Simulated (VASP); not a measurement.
Input of a VASP 6.6.1 run:

INCAR

```
PREC     = Accurate       # precision mode
ENCUT    = 520            # plane-wave cutoff, eV
EDIFF    = 1E-7           # SCF threshold, eV
ISMEAR   = -1             # smearing method
SIGMA    = 0.1            # smearing width, eV
LREAL    = False          # projectors in reciprocal space
LASPH    = True           # aspherical terms in the spheres
NELM     = 60             # most SCF steps
ALGO     = Normal         # electronic algorithm
ISIF     = 2              # what is computed and relaxed
LWAVE    = False          # write WAVECAR
LCHARG   = False          # write CHGCAR
GGA      = PE             # functional
IVDW     = 13             # dispersion correction
NBANDS   = 14             # bands
```

The input KPOINTS:

```
regular mesh
0
Gamma
  7 7 9
```

File POSCAR:

```
Sb
1.0
    5.4563442636      0.0000000000      0.0000000000
   -2.7281721318      4.7253327441      0.0000000000
    0.0000000000      0.0000000000      3.2141903864
Sb
3
Direct
    0.0000000000      0.0000000000      0.0000000000
    0.3333333333      0.6666666667      0.5000000000
    0.6666666667      0.3333333333      0.5000000000
```

Potentials or basis: VASP PAW PBE potentials, release 64 (Sb).

The run is started by

```bash
$ cat potpaw_PBE.64/Sb/POTCAR > POTCAR
$ mpirun -np 1 vasp_std > vasp.out
```

Task: Predict the dispersion energy per atom.

Result: -0.550 eV.

Task: Estimate the pressure.

Result: -3.0 GPa.

Caveat: pairwise dispersion overbinds metals, which lowers pressure and volume.
